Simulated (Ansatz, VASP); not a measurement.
## One calculation of Cu, two programs

```
CELL_PARAMETERS angstrom
2.55619 0.00000 0.00000
0.00000 2.55619 0.00000
0.00000 0.00000 32.07500
ATOMIC_POSITIONS crystal
Cu 0.00000 0.00000 0.23840
Cu 0.50000 0.50000 0.28924
Cu 0.00000 0.00000 0.34221
Cu 0.50000 0.50000 0.39482
Cu 0.00000 0.00000 0.44743
Cu 0.50000 0.50000 0.50000
Cu 0.00000 0.00000 0.55257
Cu 0.50000 0.50000 0.60518
Cu 0.00000 0.00000 0.65779
Cu 0.50000 0.50000 0.71076
Cu 0.00000 0.00000 0.76160
```

Alike in both runs: functional LDA; k mesh 15 × 15 × 1; occupations gaussian, width 0.1 eV; no spin polarisation.

Ansatz relaxed the structure, and its values are those at the end. VASP's run is a single point on that final structure, the one shown.

```csv
,VASP,Ansatz
version,VASP 6.6.1,Ansatz 0.2.0
potentials or method,"VASP PAW LDA potentials, release 64 (Cu)","scalar-relativistic, plane waves, PAW"
plane-wave cutoff (eV),520,420
valence electrons in the cell,121,209
```

Ansatz gave:

| Quantity | Value |
| --- | --- |
| gap on the k mesh at the Fermi level (eV) | none |
| rms of the force components (eV/Å) | 0.002 |

Question: Which values does VASP return?

Answer: gap on the k mesh at the Fermi level (eV): none; rms of the force components (eV/Å): 0.011.

LDA's correlation is that of Perdew and Zunger in VASP and of Perdew and Wang (1992) in Ansatz. A gap of «none» marks a metal or a gap that the smearing closes. VASP's potentials hold 121 valence electrons a cell and Ansatz's 209, so a difference there can come from the potentials and not from the codes. Ansatz's warnings: xc potential rough in thin density.
